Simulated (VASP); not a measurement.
Set up this calculation in VASP 6.6.1, as the native input.

```yaml
Task: single point
Functional: PBEsol
Potentials_or_basis: VASP PAW PBE potentials, release 64 (Ga_d, N)
Cutoff: 520 eV
k_mesh: 11 × 11 × 11
Occupations: fermi-dirac, width 0.05 eV
Spin: no spin polarisation
Dipole_correction: no
Further_INCAR_settings: ALGO = Normal; EDIFF = 1e-06; NBANDS = 16
```

The structure of GaN lies in POSCAR:

```
GaN
1.0
    0.0000000000      2.1633334196      2.1633334196
    2.1633334196      0.0000000000      2.1633334196
    2.1633334196      2.1633334196      0.0000000000
Ga N
1 1
Direct
    0.0000000000      0.0000000000      0.0000000000
    0.5000000000      0.5000000000      0.5000000000
```

This cell differs from its parent crystal: volume scaled by 1.04.

The input as run:

INCAR

```
SYSTEM = GaN
PREC = Accurate
ENCUT = 520
EDIFF = 1E-6
ISMEAR = -1
SIGMA = 0.05
LREAL = .FALSE.
LASPH = .TRUE.
NELM = 100
ALGO = Normal
ISIF = 2
LWAVE = .FALSE.
LCHARG = .FALSE.
GGA = PS
NBANDS = 16
```

KPOINTS

```
regular mesh
0
G
  11 11 11
  0 0 0
```

Potentials or basis: VASP PAW PBE potentials, release 64 (Ga_d, N).

The run is started by

```bash
$ cat potpaw_PBE.64/Ga_d/POTCAR potpaw_PBE.64/N/POTCAR > POTCAR
$ mpirun -np 1 vasp_std > vasp.out
```

It gave:

```
Pressure               : -14.1 GPa
Band gap on the k mesh : 0.24 eV, indirect (least direct gap 1.91 eV)
```

Caveat: the PAW data sets were made with another functional, which shifts forces and pressure a little.

Wall time 11 s on 1 thread of Intel(R) Xeon(R) Platinum 8259CL CPU @ 2.50GHz (Skylake/Cascade Lake), on a shared host, peak memory 0.14 GiB.
